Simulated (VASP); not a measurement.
Here is a VASP 6.6.1 calculation.

File INCAR:

```
PREC     = Accurate       # precision mode
ENCUT    = 520            # plane-wave cutoff, eV
EDIFF    = 1E-8           # SCF threshold, eV
ISMEAR   = -1             # smearing method
SIGMA    = 0.02           # smearing width, eV
LREAL    = F              # projectors in reciprocal space
LASPH    = T              # aspherical terms in the spheres
NELM     = 60             # most SCF steps
ALGO     = Normal         # electronic algorithm
ISIF     = 2              # what is computed and relaxed
LWAVE    = F              # write WAVECAR
LCHARG   = F              # write CHGCAR
LEFG     = T            
NBANDS   = 17             # bands
```

The input KPOINTS:

```
regular mesh
0
Gamma
  9 9 9
```

Contents of POSCAR:

```
SnSe
1.0
    0.0000000000      3.0401000000      3.0100000000
    3.0401000000      0.0000000000      3.0100000000
    3.0401000000      3.0401000000      0.0000000000
Sn Se
1 1
Direct
    0.0000000000      0.0000000000      0.0000000000
    0.5000000000      0.5000000000      0.5000000000
```

Potentials or basis: VASP PAW LDA potentials, release 64 (Sn_d, Se).

Command:

```console
$ cat potpaw_LDA.64/Sn_d/POTCAR potpaw_LDA.64/Se/POTCAR > POTCAR
$ mpirun -np 1 vasp_std > vasp.out
```

Q: Estimate the band gap on the k mesh.

A: 0.58 eV, indirect (least direct gap 0.60 eV).

Q: What does it give for the pressure?

A: -4.0 GPa.

Electric field gradients, principal values (V/Å²):
| atom | least | middle | greatest (by size) |
| --- | --- | --- | --- |
| 1 Sn | 7.085 | 7.086 | -14.172 |
| 2 Se | 0.768 | 0.768 | -1.535 |

Caveat: the cell differs from its parent crystal (equal xx and yy strain of +1 %); without QUAD_EFG the Cq values of the log hold for a quadrupole moment of 1 mb, not for the nuclei; spin-orbit coupling is left out, which moves the levels of the heavy elements. A k mesh can miss the band edges.
